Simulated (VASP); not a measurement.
# WSe2 in VASP: relaxation of the atoms with PBEsol

Aim: the relaxation of the atoms of WSe2 with PBEsol.

Program: VASP 6.6.1. These are calculated values, not measurements. Logs are shortened: lines on timing, memory, paths and dates and some standing lists are left out, and cuts for length are marked.

## Step 1: The cell of the first run

The cell holds a sheet with vacuum, 3 atoms: a = 3.218 Å, b = 3.218 Å, c = 21.380 Å, α = 90.00°, β = 90.00°, γ = 120.00°.

## Step 2: Relaxation of the atoms, PBEsol

Input file INCAR:

```
  PREC = Accurate
  ENCUT = 520
  EDIFF = 1E-6
  ISMEAR = 0
  SIGMA = 0.02
  LREAL = False
  LASPH = True
  NELM = 60
  ALGO = Normal
  ISIF = 2
  LWAVE = False
  LCHARG = False
  LDIPOL = True
  IDIPOL = 3
  DIPOL = 0.5 0.5 0.500
  GGA = PS
  IBRION = 2
  NSW = 100
  EDIFFG = -0.003
```

Input file KPOINTS:

```
regular mesh
0
Gamma
  12 12 1
```

Input file POSCAR:

```
WSe2
1.0
    3.2180000000      0.0000000000      0.0000000000
   -1.6090000000      2.7868697494      0.0000000000
    0.0000000000      0.0000000000     21.3800000000
Se W
2 1
Direct
    0.6666666667      0.3333333333      0.4209541628
    0.6666666667      0.3333333333      0.5790458372
    0.3333333333      0.6666666667      0.5000000000
```

Potentials or basis: VASP PAW PBE potentials, release 64 (Se, W_sv).

Launch:

```sh
$ cat potpaw_PBE.64/Se/POTCAR potpaw_PBE.64/W_sv/POTCAR > POTCAR
$ mpirun -np 1 vasp_std > vasp.out
```

OUTCAR:

```text
PREC = Accurate
   ENCUT = 520
   EDIFF = 1E-6
   ISMEAR = 0
   LREAL = False
   LASPH = True
   NELM = 60
   ISIF = 2
   GGA = PS
   IBRION = 2
   NSW = 100
   EDIFFG = -0.003

 ion  position               nearest neighbor table
   1  0.667  0.333  0.421-   3 2.51   3 2.51   3 2.51
   2  0.667  0.333  0.579-   3 2.51   3 2.51   3 2.51
   3  0.333  0.667  0.500-   1 2.51   2 2.51   1 2.51   2 2.51   1 2.51   2 2.51

  LATTYP: Found a hexagonal cell.
 ALAT       =     3.2180000000
 C/A-ratio  =     6.6438781852

  Lattice vectors:

 A1 = (   3.2180000000,   0.0000000000,   0.0000000000)
 A2 = (  -1.6090000000,   2.7868697494,   0.0000000000)
 A3 = (   0.0000000000,   0.0000000000,  21.3800000000)

Analysis of symmetry for initial positions (statically):
=====================================================================
 Subroutine PRICEL returns:
 Original cell was already a primitive cell.

 Routine SETGRP: Setting up the symmetry group for a
 hexagonal supercell.

 Subroutine GETGRP returns: Found 12 space group operations
 (whereof 12 operations were pure point group operations)
 out of a pool of 24 trial point group operations.

The static configuration has the point symmetry D_3h.

Analysis of symmetry for dynamics (positions and initial velocities):
=====================================================================
 Subroutine PRICEL returns:
 Original cell was already a primitive cell.

 Routine SETGRP: Setting up the symmetry group for a
 hexagonal supercell.

 Subroutine GETGRP returns: Found 12 space group operations
 (whereof 12 operations were pure point group operations)
 out of a pool of 24 trial point group operations.

The dynamic configuration has the point symmetry D_3h.

 Subroutine INISYM returns: Found 12 space group operations
 (whereof 12 operations are pure point group operations),
 and found     1 'primitive' translations

----------------------------------------------------------------------------------------

                                     Primitive cell

  volume of cell :     191.7390

  direct lattice vectors                    reciprocal lattice vectors
     3.218000000  0.000000000  0.000000000     0.310752020  0.179412762  0.000000000
    -1.609000000  2.786869749  0.000000000     0.000000000  0.358825525  0.000000000
     0.000000000  0.000000000 21.380000000     0.000000000  0.000000000  0.046772685

  length of vectors
     3.218000000  3.218000000 21.380000000     0.358825525  0.358825525  0.046772685

  position of ions in fractional coordinates (direct lattice)
     0.666666667  0.333333333  0.420954163
     0.666666667  0.333333333  0.579045837
     0.333333333  0.666666667  0.500000000

  ion indices of the primitive-cell ions
   primitive index   ion index
                 1           1
                 2           2
                 3           3

----------------------------------------------------------------------------------------

 KPOINTS: regular mesh

Automatic generation of k-mesh.
 Grid dimensions read from file:
 generate k-points for:   12   12    1

 Generating k-lattice:

  Cartesian coordinates                     Fractional coordinates (reciprocal lattice)
     0.025896002  0.014951064  0.000000000     0.083333333  0.000000000  0.000000000
     0.000000000  0.029902127  0.000000000     0.000000000  0.083333333  0.000000000
     0.000000000  0.000000000  0.046772685     0.000000000  0.000000000  1.000000000

  Length of vectors
     0.029902127  0.029902127  0.046772685

  Shift w.r.t. Gamma in fractional coordinates (k-lattice)
     0.000000000  0.000000000  0.000000000

 Subroutine IBZKPT returns following result:
 ===========================================

 Found     19 irreducible k-points:

 Following reciprocal coordinates:
            Coordinates               Weight
  0.000000  0.000000  0.000000      1.000000
  0.083333  0.000000  0.000000      6.000000
  0.166667  0.000000  0.000000      6.000000
  0.250000  0.000000  0.000000      6.000000
  0.333333  0.000000  0.000000      6.000000
  0.416667  0.000000  0.000000      6.000000
[... 11 lines left out ...]
  0.333333  0.250000  0.000000     12.000000
  0.333333  0.333333  0.000000      2.000000
   k-points           NKPTS =     19   k-points in BZ     NKDIM =     19   number of bands    NBANDS=     17
   number of dos      NEDOS =    301   number of ions     NIONS =      3
   total plane-waves  NPLWV =  92160
   dimension x,y,z NGX =    24 NGY =   24 NGZ =  160
   dimension x,y,z NGXF=    48 NGYF=   48 NGZF=  320
   ions per type =               2   1
   NGX,Y,Z   is equivalent  to a cutoff of  12.40, 12.40, 12.44 a.u.
   NGXF,Y,Z  is equivalent  to a cutoff of  24.80, 24.80, 24.88 a.u.
 SYSTEM =  unknown system
   PREC   = accura    normal or accurate (medium, high low for compatibility)
   ISTART =      0    job   : 0-new  1-cont  2-samecut
   ICHARG =      2    charge: 1-file 2-atom 10-const
   ISPIN  =      1    spin polarized calculation?
   LNONCOLLINEAR =      F non collinear calculations
   LSORBIT =      F    spin-orbit coupling
   LASPH  =      T    aspherical Exc in radial PAW
   ENCUT  =  520.0 eV  38.22 Ry    6.18 a.u.   5.98  5.98 39.75*2*pi/ulx,y,z
   NELM   =     60;   NELMIN=  2; NELMDL= -5     # of ELM steps
   EDIFF  = 0.1E-05   stopping-criterion for ELM
   LREAL  =      F    real-space projection
   EDIFFG = -.3E-02   stopping-criterion for IOM
   NSW    =    100    number of steps for IOM
   IBRION =      2    ionic relax: 0-MD 1-quasi-New 2-CG
   NFREE  =      1    steps in history (QN), initial steepest desc. (CG)
   ISIF   =      2    stress and relaxation
   ISYM   =      2    0-nonsym 1-usesym 2-fastsym
   POTIM  = 0.5000    time-step for ionic-motion
   TEBEG  =    0.0;   TEEND  =   0.0 temperature during run
   PSTRESS=    0.0 pullay stress
   NELECT =      26.0000    total number of electrons
   NUPDOWN=      -1.0000    fix difference up-down
   EMIN   =  10.00;   EMAX   =-10.00  energy-range for DOS
   EFERMI =   0.00;   METHOD = LEGACY
   ISMEAR =     0;   SIGMA  =   0.02  broadening in eV -4-tet -1-fermi 0-gaus
   EFERMI_NEDOS =   21; number of points for ismear=-14 and -15
   IALGO  =     38    algorithm
   IMIX   =      4    mixing-type and parameters
     AMIX     =   0.40;   BMIX     =  1.00
     AMIX_MAG =   1.60;   BMIX_MAG =  1.00
  volume/ion in A,a.u.               =      63.91       431.31
  Fermi-wavevector in a.u.,A,eV,Ry     =   0.841064  1.589381  9.624611  0.707389
  Thomas-Fermi vector in A             =   1.955548
   LORBIT       =      0    0 simple, 1 ext, 2 COOP (PROOUT), +10 PAW based schemes
   GGA     = PS    functional components
   LHFCALC =     F    Hartree Fock is set to
   AEXX    =    0.0000 exact exchange contribution
   IVDW    =     0    specifies the selected vdW correction
   LEPSILON=     F    determine dielectric tensor
   LRPA    =     F    only Hartree local field effects (RPA)
 conjugate gradient relaxation of ions
 non-spin polarized calculation
 Gauss-broadening in eV      SIGMA  =   0.02
  energy-cutoff  :      520.00
  volume of cell :      191.74
 maximum number of plane-waves:      5232
 NGX is ok and might be reduce to    24
   NGX = 11   NGY = 11   NGZ = 79

 dipolmoment           0.000000      0.000000      0.000000 electrons x Angstroem

--------------------------------------- Ionic step        1  -------------------------------------------

 number of electron      26.0000002 magnetization

 Free energy of the ion-electron system (eV)
  ---------------------------------------------------
  ext. energy  EPLUGINS =         0.00000000
  ---------------------------------------------------
  free energy    TOTEN  =       -23.20881192 eV

  energy without entropy =      -23.20881192  energy(sigma->0) =      -23.20881192

------------------------ aborting loop because EDIFF is reached ----------------------------------------

  FORCE on cell =-STRESS in cart. coord.  units (eV):
  Direction    XX          YY          ZZ          XY          YZ          ZX
  --------------------------------------------------------------------------------------
  -------------------------------------------------------------------------------------
  Total        1.6768481      1.6768481      0.3938116      0.0000000      0.0000000      0.0000000
  in kB       14.0117985     14.0117985      3.2907033      0.0000000      0.0000000      0.0000000
  external PRESSURE =      10.4381001 kB  Pullay stress =       0.0000000 kB

 VOLUME and BASIS-vectors are now :
 -----------------------------------------------------------------------------
  energy-cutoff  :      520.00
  volume of cell :      191.74
      direct lattice vectors                 reciprocal lattice vectors
     3.218000000  0.000000000  0.000000000     0.310752020  0.179412762  0.000000000
    -1.609000000  2.786869749  0.000000000     0.000000000  0.358825525  0.000000000
     0.000000000  0.000000000 21.380000000     0.000000000  0.000000000  0.046772685
[... 38 lines left out ...]
 POSITION                                       TOTAL-FORCE (eV/Angst)
 -----------------------------------------------------------------------------------
      1.60900      0.92896      8.99421        -0.000000     -0.000000     -0.014212
      1.60900      0.92896     12.38579        -0.000000      0.000000      0.014212
     -0.00000      1.85791     10.69000         0.000000      0.000000      0.000000
 -----------------------------------------------------------------------------------
    total drift:                                0.000000     -0.000000     -0.000000

  FREE ENERGIE OF THE ION-ELECTRON SYSTEM (eV)
  ---------------------------------------------------
  free  energy   TOTEN  =       -23.2095829352 eV

  energy  without entropy=      -23.2095829352  energy(sigma->0) =      -23.20958294

--------------------------------------- Ionic step        3  -------------------------------------------

 number of electron      26.0000002 magnetization

 dipolmoment           0.000000      0.000000     -0.000000 electrons x Angstroem

 Free energy of the ion-electron system (eV)
  ---------------------------------------------------
  ext. energy  EPLUGINS =         0.00000000
  ---------------------------------------------------
  free energy    TOTEN  =       -23.20959396 eV

  energy without entropy =      -23.20959396  energy(sigma->0) =      -23.20959396

 E-fermi :  -1.4822     XC(G=0):  -3.8582

 val. band max:       -1.6177643832   @ k =   0.3333   0.3333   0.0000
 cond. band min:      -0.0344118908   @ k =   0.1667   0.1667   0.0000
 fundamental gap:      1.5833524924
 Fermi energy:        -1.4822042165

 k-point     1 :       0.0000    0.0000    0.0000
  band No.  band energies     occupation
      1     -75.5085      2.00000
      2     -39.8125      2.00000
      3     -39.6030      2.00000
      4     -39.6030      2.00000
      5     -16.6666      2.00000
      6     -15.4003      2.00000
[... 9 lines left out ...]
     16       1.7405      0.00000
     17       1.7405      0.00000
[... 341 lines left out ...]
 k-point    19 :       0.3333    0.3333    0.0000
  band No.  band energies     occupation
      1     -75.4923      2.00000
      2     -39.8225      2.00000
      3     -39.7944      2.00000
      4     -39.7474      2.00000
      5     -14.0560      2.00000
      6     -14.0474      2.00000
[... 9 lines left out ...]
     16       2.0687      0.00000
     17       3.7064      0.00000

------------------------ aborting loop because EDIFF is reached ----------------------------------------

 vacuum level on the upper side and lower side of the slab       (xc-potential included)        -0.009        -0.009

  FORCE on cell =-STRESS in cart. coord.  units (eV):
  Direction    XX          YY          ZZ          XY          YZ          ZX
  --------------------------------------------------------------------------------------
  -------------------------------------------------------------------------------------
  Total        1.5201258      1.5201258     -0.0128431      0.0000000      0.0000000      0.0000000
  in kB       12.7022221     12.7022221     -0.1073171      0.0000000      0.0000000      0.0000000
  external PRESSURE =       8.4323757 kB  Pullay stress =       0.0000000 kB

 VOLUME and BASIS-vectors are now :
 -----------------------------------------------------------------------------
  energy-cutoff  :      520.00
  volume of cell :      191.74
      direct lattice vectors                 reciprocal lattice vectors
     3.218000000  0.000000000  0.000000000     0.310752020  0.179412762  0.000000000
    -1.609000000  2.786869749  0.000000000     0.000000000  0.358825525  0.000000000
     0.000000000  0.000000000 21.380000000     0.000000000  0.000000000  0.046772685

 POSITION                                       TOTAL-FORCE (eV/Angst)
 -----------------------------------------------------------------------------------
      1.60900      0.92896      8.99341        -0.000000     -0.000000     -0.000100
      1.60900      0.92896     12.38659        -0.000000      0.000000      0.000100
     -0.00000      1.85791     10.69000         0.000000      0.000000      0.000000
 -----------------------------------------------------------------------------------
    total drift:                                0.000000     -0.000000     -0.000000

  FREE ENERGIE OF THE ION-ELECTRON SYSTEM (eV)
  ---------------------------------------------------
  free  energy   TOTEN  =       -23.2095939612 eV

  energy  without entropy=      -23.2095939612  energy(sigma->0) =      -23.20959396

 reached required accuracy - stopping structural energy minimisation

 vacuum level on the upper side and lower side of the slab         3.450         3.450
```

Wall time 97 s (1 thread of Intel Xeon Platinum 8488C (Sapphire Rapids), shared host); peak memory 0.33 GiB.

What came out:

```yaml
Free_energy: -23.2096 eV
Energy_gained_by_relaxing: 0.3 meV/atom
Ionic_steps: 3
Band_gap_on_the_k_mesh: 1.58 eV (least direct gap 1.93 eV)
```

Step by step:
| step | energy change (eV) | largest force (eV/Å) | pressure (GPa) |
| --- | --- | --- | --- |
| 1 | 0.0000 | 0.1200 | 1.04 |
| 2 | -0.0008 | 0.0142 | 0.87 |
| 3 | -0.0008 | 0.0001 | 0.84 |

Final structure:
```
Se W
1.0
     3.21800    0.00000    0.00000
    -1.60900    2.78687    0.00000
     0.00000    0.00000   21.38000
Se W
2 1
Direct
  0.66667 0.33333 0.42065
  0.66667 0.33333 0.57935
  0.33333 0.66667 0.50000
```

Levels at points of the mesh, in eV from the valence-band top:
```tsv
k point	band 9	band 10	band 11	band 12	band 13	band 14	band 15	band 16	band 17
(0.00, 0.00, 0.00)	-2.20	-2.20	-1.01	-1.01	-0.63	3.21	3.21	3.36	3.36
(0.50, 0.00, 0.00)	-4.31	-2.93	-2.35	-1.08	-0.68	2.76	2.92	3.77	4.63
```

Caveat: the PAW data sets were made with another functional, which shifts forces and pressure a little; spin-orbit coupling is left out, which moves the levels of the heavy elements.
